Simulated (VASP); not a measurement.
# SiC16 in VASP: notebook

Runs on SiC16. Level: PBE+D3(BJ). Tasks: single point.

Program: VASP 6.6.1. These are calculated values, not measurements. Logs are shortened: lines on timing, memory, paths and dates and some standing lists are left out, and cuts for length are marked.

**1. The cell of the first run**

The cell holds a slab with vacuum, 17 atoms: a = 4.930 Å, b = 4.422 Å, c = 22.694 Å, α = 90.00°, β = 90.00°, γ = 90.00°.

**2. Single point, PBE+D3(BJ), collinear spin**

INCAR

```
SYSTEM = SiC16
PREC = Accurate ; ENCUT = 520
EDIFF = 1E-7 ; ISMEAR = 0
SIGMA = 0.05 ; LREAL = Auto
LASPH = .True. ; NELM = 150
ALGO = Normal ; ISIF = 2
LWAVE = .False. ; LCHARG = .True.
ISPIN = 2 ; MAGMOM = 0 0 0 0 0 0 0 0 0 0 0 0 0 0 0 0 2
LORBIT = 11 ; LDIPOL = .True.
IDIPOL = 3 ; DIPOL = 0.5 0.5 0.310
GGA = PE ; IVDW = 12
LELF = .True. ; LVHAR = .True.
LVACPOTAV = .True. ; NBANDS = 52
```

KPOINTS

```
regular mesh
0
Gamma
  6 6 1
  0 0 0
```

POSCAR

```
SiC16
1.0
    4.9298676323      0.0000000000      0.0000000000
    0.0000000000      4.4224271195      0.0000000000
    0.0000000000      0.0000000000     22.6937497910
C Si
16 1
Direct
    0.2500000000      0.4155274488      0.1762599851
    0.7500000000      0.4155274488      0.1762599851
    0.0000000000      0.5195584910      0.2001803947
    0.5000000000      0.5195584910      0.2001803947
    0.0000000000      0.7272227621      0.2480852155
    0.5000000000      0.7272227621      0.2480852155
    0.2500000000      0.8312538043      0.2720056251
    0.7500000000      0.8312538043      0.2720056251
    0.2500000000      0.0442051686      0.3198734326
    0.7500000000      0.0442051686      0.3198734326
    0.0000000000      0.1500808487      0.3425973485
    0.5000000000      0.1500808487      0.3425973485
    0.0000000000      0.3779776253      0.3900566375
    0.5000000000      0.3779776253      0.3900566375
    0.2500000000      0.4764186278      0.4095290499
    0.7500000000      0.4764186278      0.4095290499
    0.5000000000      1.1430852945      0.5593500373
```

Potentials or basis: VASP PAW PBE potentials, release 64 (C, Si).

Launch:

```
$ cat potpaw_PBE.64/C/POTCAR potpaw_PBE.64/Si/POTCAR > POTCAR
$ mpirun -np 1 vasp_std > vasp.out
```

OUTCAR:

```text
SYSTEM = SiC16
   PREC = Accurate
   ENCUT = 520
   EDIFF = 1E-7
   ISMEAR = 0
   LREAL = Auto
   LASPH = .True.
   NELM = 150
   ISIF = 2
   ISPIN = 2
   LORBIT = 11
   GGA = PE
   IVDW = 12
 IVDW          = 12

 ion  position               nearest neighbor table
   1  0.250  0.416  0.176-   3 1.42   4 1.42
   2  0.750  0.416  0.176-   3 1.42   4 1.42
   3  0.000  0.520  0.200-   5 1.42   2 1.42   1 1.42
   4  0.500  0.520  0.200-   6 1.42   2 1.42   1 1.42
   5  0.000  0.727  0.248-   3 1.42   7 1.42   8 1.42
   6  0.500  0.727  0.248-   4 1.42   7 1.42   8 1.42
   7  0.250  0.831  0.272-   5 1.42   6 1.42   9 1.44
   8  0.750  0.831  0.272-   5 1.42   6 1.42  10 1.44
   9  0.250  0.044  0.320-  11 1.42  12 1.42   7 1.44
  10  0.750  0.044  0.320-  11 1.42  12 1.42   8 1.44
  11  0.000  0.150  0.343-   9 1.42  10 1.42  13 1.48
  12  0.500  0.150  0.343-   9 1.42  10 1.42  14 1.48
  13  0.000  0.378  0.390-  15 1.38  16 1.38  11 1.48
  14  0.500  0.378  0.390-  15 1.38  16 1.38  12 1.48
  15  0.250  0.476  0.410-  13 1.38  14 1.38
  16  0.750  0.476  0.410-  13 1.38  14 1.38
  17  0.500  0.143  0.559-

  LATTYP: Found a simple orthorhombic cell.
 ALAT       =     4.4224271195
 B/A-ratio  =     1.1147425382
 C/A-ratio  =     5.1315147040

  Lattice vectors:

 A1 = (   0.0000000000,  -4.4224271195,   0.0000000000)
 A2 = (   4.9298676323,   0.0000000000,   0.0000000000)
 A3 = (   0.0000000000,   0.0000000000,  22.6937497910)

Analysis of symmetry for initial positions (statically):
=====================================================================
 Subroutine PRICEL returns:
 Original cell was already a primitive cell.

 Routine SETGRP: Setting up the symmetry group for a
 simple orthorhombic supercell.

 Subroutine GETGRP returns: Found  2 space group operations
 (whereof  2 operations were pure point group operations)
 out of a pool of  8 trial point group operations.

The static configuration has the point symmetry C_1h.

Analysis of symmetry for dynamics (positions and initial velocities):
=====================================================================
 Subroutine PRICEL returns:
 Original cell was already a primitive cell.

 Routine SETGRP: Setting up the symmetry group for a
 simple orthorhombic supercell.

 Subroutine GETGRP returns: Found  2 space group operations
 (whereof  2 operations were pure point group operations)
 out of a pool of  8 trial point group operations.

The dynamic configuration has the point symmetry C_1h.

Analysis of structural, dynamic, and magnetic symmetry:
=====================================================================
 Subroutine PRICEL returns:
 Original cell was already a primitive cell.

 Routine SETGRP: Setting up the symmetry group for a
 simple orthorhombic supercell.

 Subroutine GETGRP returns: Found  2 space group operations
 (whereof  2 operations were pure point group operations)
 out of a pool of  8 trial point group operations.

The overall configuration has the point symmetry C_1h.

 Subroutine INISYM returns: Found  2 space group operations
 (whereof  2 operations are pure point group operations),
 and found     1 'primitive' translations

----------------------------------------------------------------------------------------

                                     Primitive cell

  volume of cell :     494.7687

  direct lattice vectors                    reciprocal lattice vectors
     4.929867632  0.000000000  0.000000000     0.202845203  0.000000000  0.000000000
     0.000000000  4.422427120  0.000000000     0.000000000  0.226120176  0.000000000
     0.000000000  0.000000000 22.693749791     0.000000000  0.000000000  0.044064996

  length of vectors
     4.929867632  4.422427120 22.693749791     0.202845203  0.226120176  0.044064996

  position of ions in fractional coordinates (direct lattice)
     0.250000000  0.415527449  0.176259985
     0.750000000  0.415527449  0.176259985
     0.000000000  0.519558491  0.200180395
     0.500000000  0.519558491  0.200180395
     0.000000000  0.727222762  0.248085215
     0.500000000  0.727222762  0.248085215
[... 9 lines left out ...]
     0.750000000  0.476418628  0.409529050
[... 73 lines left out ...]
   NGXF,Y,Z  is equivalent  to a cutoff of  26.98, 27.07, 26.37 a.u.
 SYSTEM =  SiC16
   PREC   = accura    normal or accurate (medium, high low for compatibility)
   ISTART =      0    job   : 0-new  1-cont  2-samecut
   ICHARG =      2    charge: 1-file 2-atom 10-const
   ISPIN  =      2    spin polarized calculation?
   LNONCOLLINEAR =      F non collinear calculations
   LSORBIT =      F    spin-orbit coupling
   LASPH  =      T    aspherical Exc in radial PAW
   ENCUT  =  520.0 eV  38.22 Ry    6.18 a.u.   9.17  8.22 42.20*2*pi/ulx,y,z
   NELM   =    150;   NELMIN=  2; NELMDL= -5     # of ELM steps
   EDIFF  = 0.1E-06   stopping-criterion for ELM
   LREAL  =      T    real-space projection
   EDIFFG = 0.1E-05   stopping-criterion for IOM
   NSW    =      0    number of steps for IOM
   IBRION =     -1    ionic relax: 0-MD 1-quasi-New 2-CG
   NFREE  =      0    steps in history (QN), initial steepest desc. (CG)
   ISIF   =      2    stress and relaxation
   ISYM   =      2    0-nonsym 1-usesym 2-fastsym
   POTIM  = 0.5000    time-step for ionic-motion
   TEBEG  =    0.0;   TEEND  =   0.0 temperature during run
   PSTRESS=    0.0 pullay stress
   NELECT =      68.0000    total number of electrons
   NUPDOWN=      -1.0000    fix difference up-down
   EMIN   =  10.00;   EMAX   =-10.00  energy-range for DOS
   EFERMI =   0.00;   METHOD = LEGACY
   ISMEAR =     0;   SIGMA  =   0.05  broadening in eV -4-tet -1-fermi 0-gaus
   EFERMI_NEDOS =   21; number of points for ismear=-14 and -15
   IALGO  =     38    algorithm
   IMIX   =      4    mixing-type and parameters
     AMIX     =   0.40;   BMIX     =  1.00
     AMIX_MAG =   1.60;   BMIX_MAG =  1.00
  volume/ion in A,a.u.               =      29.10       196.40
  Fermi-wavevector in a.u.,A,eV,Ry     =   0.844845  1.596526  9.711337  0.713763
  Thomas-Fermi vector in A             =   1.959938
   LORBIT       =     11    0 simple, 1 ext, 2 COOP (PROOUT), +10 PAW based schemes
   GGA     = PE    functional components
   LHFCALC =     F    Hartree Fock is set to
   AEXX    =    0.0000 exact exchange contribution
   IVDW    =    12    specifies the selected vdW correction
   LEPSILON=     F    determine dielectric tensor
   LRPA    =     F    only Hartree local field effects (RPA)
 spin polarized calculation
 Gauss-broadening in eV      SIGMA  =   0.05
  energy-cutoff  :      520.00
  volume of cell :      494.77
 maximum number of plane-waves:     13376
 NGX is ok and might be reduce to    40
   NGX = 19   NGY = 17   NGZ = 85

 dipolmoment           0.000000      0.000000      0.150006 electrons x Angstroem

 number of electron      68.0000008 magnetization       0.0005376

 dipolmoment           0.000000      0.000000     -0.071450 electrons x Angstroem

 Free energy of the ion-electron system (eV)
  ---------------------------------------------------
  ext. energy  EPLUGINS =         0.00000000
  ---------------------------------------------------
  free energy    TOTEN  =      -136.76717598 eV

  energy without entropy =     -136.76652139  energy(sigma->0) =     -136.76684869

 E-fermi :  -1.6465     XC(G=0):  -4.4219

 val. band max:       -1.7063007264   @ k =   0.5000   0.3333   0.0000
 cond. band min:      -1.6094433714   @ k =   0.5000   0.0000   0.0000
 fundamental gap:      0.0968573549
 Fermi energy:        -1.6464696260

 spin component 1

 k-point     1 :       0.0000    0.0000    0.0000
  band No.  band energies     occupation
      1     -20.7915      1.00000
      2     -19.7675      1.00000
      3     -18.1597      1.00000
      4     -16.5508      1.00000
      5     -16.4939      1.00000
      6     -16.2786      1.00000
[... 773 lines left out ...]
     45       4.5907      0.00000
     46       4.7455      0.00000
 Fermi energy:        -1.6464696260

 spin component 2

 k-point     1 :       0.0000    0.0000    0.0000
  band No.  band energies     occupation
      1     -20.7763      1.00000
      2     -19.7475      1.00000
      3     -18.1513      1.00000
      4     -16.5524      1.00000
      5     -16.4626      1.00000
      6     -16.3329      1.00000
[... 773 lines left out ...]
     45       4.5438      0.00000
     46       4.7622      0.00000
 [bands above 46 left out]

------------------------ aborting loop because EDIFF is reached ----------------------------------------

 Edisp (eV)   -2.03724

 E8    (eV) :    -0.6098

  FORCE on cell =-STRESS in cart. coord.  units (eV):
  Direction    XX          YY          ZZ          XY          YZ          ZX
  --------------------------------------------------------------------------------------
  -------------------------------------------------------------------------------------
  Total       0.16064    -3.60940    -2.41429     0.00000    -1.16323     0.00000
  in kB       0.52018   -11.68808    -7.81802     0.00000    -3.76682     0.00000
  external pressure =       -6.33 kB  Pullay stress =        0.00 kB

 VOLUME and BASIS-vectors are now :
 -----------------------------------------------------------------------------
  energy-cutoff  :      520.00
  volume of cell :      494.77
      direct lattice vectors                 reciprocal lattice vectors
     4.929867632  0.000000000  0.000000000     0.202845203  0.000000000  0.000000000
     0.000000000  4.422427120  0.000000000     0.000000000  0.226120176  0.000000000
     0.000000000  0.000000000 22.693749791     0.000000000  0.000000000  0.044064996

 POSITION                                       TOTAL-FORCE (eV/Angst)
 -----------------------------------------------------------------------------------
      1.23247      1.83764      4.00000        -0.000368      1.655694      1.987241
      3.69740      1.83764      4.00000         0.000368      1.655694      1.987241
      0.00000      2.29771      4.54284         0.000000     -2.150935     -2.581127
      2.46493      2.29771      4.54284         0.000000     -2.147801     -2.579556
      0.00000      3.21609      5.62998         0.000000      0.678332      0.868143
      2.46493      3.21609      5.62998         0.000000      0.678275      0.868839
[... 9 lines left out ...]
      3.69740      2.10693      9.29375        -0.128571      0.047254      0.420888
      2.46493      0.63278     12.69375         0.000000      0.119324     -0.291777
 -----------------------------------------------------------------------------------
    total drift:                                0.000000     -0.018784     -0.032160

  FREE ENERGIE OF THE ION-ELECTRON SYSTEM (eV)
  ---------------------------------------------------
  free  energy   TOTEN  =      -138.8044111613 eV

  energy  without entropy=     -138.8037565741  energy(sigma->0) =     -138.80408387

 vacuum level on the upper side and lower side of the slab         2.775         3.369

 total charge

# of ion       s       p       d       tot
------------------------------------------
    1        0.864   1.575   0.000   2.439
    2        0.864   1.575   0.000   2.439
    3        0.861   1.767   0.000   2.628
    4        0.861   1.767   0.000   2.628
    5        0.864   1.780   0.000   2.643
    6        0.864   1.780   0.000   2.643
[... 9 lines left out ...]
   16        0.876   1.638   0.000   2.515
   17        0.954   0.517   0.000   1.471
--------------------------------------------------
tot         14.790  28.260   0.000  43.051

 magnetization (x)

# of ion       s       p       d       tot
------------------------------------------
    1       -0.103  -0.546   0.000  -0.649
    2       -0.103  -0.546   0.000  -0.649
    3       -0.002   0.025   0.000   0.023
    4       -0.002   0.025   0.000   0.023
    5       -0.013  -0.087   0.000  -0.100
    6       -0.013  -0.088   0.000  -0.100
[... 9 lines left out ...]
   16        0.083   0.513   0.000   0.596
   17        0.002   0.036   0.000   0.037
--------------------------------------------------
tot         -0.038  -0.013   0.000  -0.051
```

It took 1.5 h on 1 thread of Oxide Virtual Turin-like, shared host; peak memory 1.1 GiB.

Results:

| Property | Result |
| --- | --- |
| Free energy | -138.8044 eV |
| Largest force | 3.360 eV/Å |
| Band gap on the k mesh | zero (filled and empty bands overlap) |
| Net moment | 0.00 μB per cell |
| Site moments | C -0.65, +0.02, -0.10, +0.04, -0.03, +0.12, +0.11, -0.04, +0.60 (each value once); Si +0.04 μB |
| Valence electrons inside the program's atomic spheres | C 2.44, 2.63, 2.64, 2.65, 2.62, 2.66, 2.52 (each value once); Si 1.47 |
| Dispersion energy per atom | -0.120 eV |

Forces on the atoms (eV/Å):
```
C    0.000  1.656  1.987
C    0.000  1.656  1.987
C    0.000 -2.151 -2.581
C    0.000 -2.148 -2.580
C    0.000  0.678  0.868
C    0.000  0.678  0.869
C   -0.006 -0.130 -0.208
C    0.006 -0.130 -0.208
C    0.011 -0.083 -0.141
C   -0.011 -0.083 -0.141
C    0.000  0.279  0.244
C    0.000  0.350  0.184
C    0.000 -0.328 -0.288
C    0.000 -0.457 -0.542
C    0.129  0.047  0.421
C   -0.129  0.047  0.421
Si   0.000  0.119 -0.292
```

Levels at points of the mesh, in eV from the Fermi level:
Spin up:
```csv
k point,band 30,band 31,band 32,band 33,band 34,band 35,band 36,band 37,band 38,band 39
"(0.00, 0.00, 0.00)",-2.13,-1.86,-1.17,-0.37,0.38,0.42,0.50,0.53,1.24,1.42
"(0.50, 0.00, 0.00)",-2.06,-2.06,-1.73,-1.70,-0.65,0.58,0.59,0.60,1.58,2.47
"(0.00, 0.50, 0.00)",-2.37,-2.07,-1.19,-0.50,-0.42,0.51,0.59,0.62,1.02,1.13
"(0.50, 0.50, 0.00)",-1.71,-1.69,-1.15,-1.15,-0.38,-0.32,0.65,0.65,1.23,2.10
```
Spin down:
```csv
k point,band 31,band 32,band 33,band 34,band 35,band 36,band 37,band 38
"(0.00, 0.00, 0.00)",-1.83,-1.80,-0.32,-0.29,0.46,0.95,1.05,1.37
"(0.50, 0.00, 0.00)",-2.27,-2.14,-2.13,-0.13,0.04,0.91,0.99,1.68
"(0.00, 0.50, 0.00)",-2.05,-1.77,-0.44,-0.43,0.30,0.56,0.89,1.08
"(0.50, 0.50, 0.00)",-2.23,-1.25,-1.23,-0.24,0.48,0.57,0.88,0.96
```

(Continued in part 2 of 2.)

The gap in the log of VASP goes by the Fermi energy; the results here count the filled bands.